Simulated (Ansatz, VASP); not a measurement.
One calculation of BeSe2, two programs

```
Be Se
1.0
     2.59152    1.49621    3.68580
    -2.59152    1.49621    3.68580
     0.00000   -2.99243    3.68580
Be Se
1 2
Direct
  0.50000 0.50000 0.50000
  0.68403 0.68403 0.68403
  0.31597 0.31597 0.31597
```

Alike in both runs: functional PBE; k mesh 5 × 5 × 5; occupations gaussian, width 0.2 eV; no spin polarisation.

Ansatz relaxed the structure, and its values are those at the end. VASP's run is a single point on that final structure, the one shown.

```csv
,VASP,Ansatz
version,VASP 6.6.1,Ansatz 0.2.0
potentials or method,"VASP PAW PBE potentials, release 64 (Be, Se), cutoff 600 eV","scalar-relativistic, plane waves, PAW"
valence electrons in the cell,14,34
```

|  | VASP | Ansatz | Ansatz less VASP |
| --- | --- | --- | --- |
| gap on the k mesh at the Fermi level (eV) | none | none | - |
| pressure (GPa) | 0.2 | 0.1 | -0.06 |
| rms of the force components (eV/Å) | 0.010 | 0.001 | -0.0082 |

A gap of «none» marks a metal or a gap that the smearing closes. With one functional, cell and mesh, what is left measures potentials, basis and numerics. VASP's potentials hold 14 valence electrons a cell and Ansatz's 34, so a difference there can come from the potentials and not from the codes.
